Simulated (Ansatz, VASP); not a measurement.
**MoS2 in VASP and in Ansatz**

```xyz
3
Lattice="1.5341 0.8857 6.1233 -1.5341 0.8857 6.1233 0.0000 -1.7714 6.1233" Properties=species:S:1:pos:R:3 pbc="T T T"
Mo    0.0000    0.0000    0.0000
S     0.0000    0.0000   13.7481
S     0.0000    0.0000   10.7446
```

Change from the starting cell: equal xx and yy strain of -3 %.

Alike in both runs: task single point; functional PBEsol; k mesh 13 × 13 × 13; occupations fermi-dirac, width 0.05 eV; no spin polarisation.

|  | VASP | Ansatz |
| --- | --- | --- |
| version | VASP 6.6.1 | Ansatz 0.2.0 |
| potentials or method | VASP PAW PBE potentials, release 64 (Mo_sv, S), cutoff 520 eV | all-electron LAPW, scalar-relativistic |

VASP gave:

| Property | Result |
| --- | --- |
| pressure (GPa) | 15.6 |
| traceless stress, the component that is largest in VASP (GPa) | 2.37 |
| rms of the force components (eV/Å) | 0.853 |

**Question.** Estimate Ansatz's values.

**Answer.** Pressure (GPa): 15.6; traceless stress, the component that is largest in VASP (GPa): 2.40; rms of the force components (eV/Å): 0.855.

VASP's potentials were made for PBE, not for PBEsol. Atom by atom the forces differ by 0.003 eV/Å (rms over components). Ansatz ran all-electron here, and VASP with PAW potentials.
